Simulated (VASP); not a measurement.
Write the native input for VASP 6.6.1 that does the following.

| Property | Result |
| --- | --- |
| Task | single point |
| Functional | LDA |
| Potentials or basis | VASP PAW LDA potentials, release 64 (P, Sr_sv, Co) |
| Cutoff | 520 eV |
| k mesh | 6 × 6 × 7 |
| Occupations | fermi-dirac, width 0.02 eV |
| Spin | no spin polarisation |
| Dipole correction | no |
| Further INCAR settings | ALGO = Normal; EDIFF = 1e-07; NBANDS = 27; ISYM = 0 |

The structure of SrCo2P2 lies in POSCAR:

```
SrCo2P2
1.0
   -1.8970000000      1.8970000000      5.8050000000
    1.8970000000     -1.8970000000      5.8050000000
    1.8970000000      1.8970000000     -5.8050000000
P Sr Co
2 1 2
Direct
    0.3525000000      0.3525000000      0.0000000000
    0.6475000000      0.6475000000      0.0000000000
    0.0000000000      0.0000000000      0.0000000000
    0.7500000000      0.2500000000      0.5000000000
    0.2500000000      0.7500000000      0.5000000000
```

One way to write it, as run:

INCAR

```
  ALGO = Normal
  EDIFF = 1E-7
  ENCUT = 520
  ISIF = 2
  ISMEAR = -1
  ISYM = 0
  LASPH = T
  LCHARG = F
  LREAL = F
  LWAVE = F
  NBANDS = 27
  NELM = 100
  PREC = Accurate
  SIGMA = 0.02
```

KPOINTS

```
k-points
0
Gamma
  6 6 7
```

Potentials or basis: VASP PAW LDA potentials, release 64 (P, Sr_sv, Co).

The run is started by

```console
$ cat potpaw_LDA.64/P/POTCAR potpaw_LDA.64/Sr_sv/POTCAR potpaw_LDA.64/Co/POTCAR > POTCAR
$ mpirun -np 1 vasp_std > vasp.out
```

It gave:

| Item | Value |
| --- | --- |
| Pressure | -10.3 GPa |
| Largest force | 0.951 eV/Å |
| Band gap on the k mesh | zero (band 19 reaches 7.46 eV, above the bottom of band 20 at 5.79 eV) |

Wall time 9.6 min on 1 thread of Intel(R) Xeon(R) Platinum 8375C CPU @ 2.90GHz (Ice Lake), with other jobs on the host, peak memory 0.47 GiB.
